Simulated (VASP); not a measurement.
Here is a VASP 6.6.1 calculation.

The input INCAR:

```
ALGO = Normal
EDIFF = 1E-6
ENCUT = 500
GGA_COMPAT = F
ISIF = 2
ISMEAR = -1
LASPH = T
LCHARG = F
LREAL = F
LWAVE = F
NBANDS = 10
NELM = 120
PREC = Accurate
SIGMA = 0.08
```

File KPOINTS:

```
k-points
0
Gamma
  15 15 15
```

POSCAR

```
Cl
1.0
    2.5276397452      0.0000000000      0.0000000000
    0.0000000000      2.5276397452      0.0000000000
    0.0000000000      0.0000000000      2.5276397452
Cl
1
Direct
    0.0000000000      0.0000000000      0.0000000000
```

Potentials or basis: VASP PAW LDA potentials, release 64 (Cl).

Run with:

```console
$ cat potpaw_LDA.64/Cl/POTCAR > POTCAR
$ mpirun -np 1 vasp_std > vasp.out
```

**Question.** Predict the band gap on the k mesh.

**Answer.** Zero (an odd number of electrons rules out a gap without spin polarisation).

**Question.** Predict the pressure.

**Answer.** 24.3 GPa.

Caveat: the cell stands under pressure; an odd number of electrons without spin polarisation forces a metal; a magnetic or distorted state may lie lower.
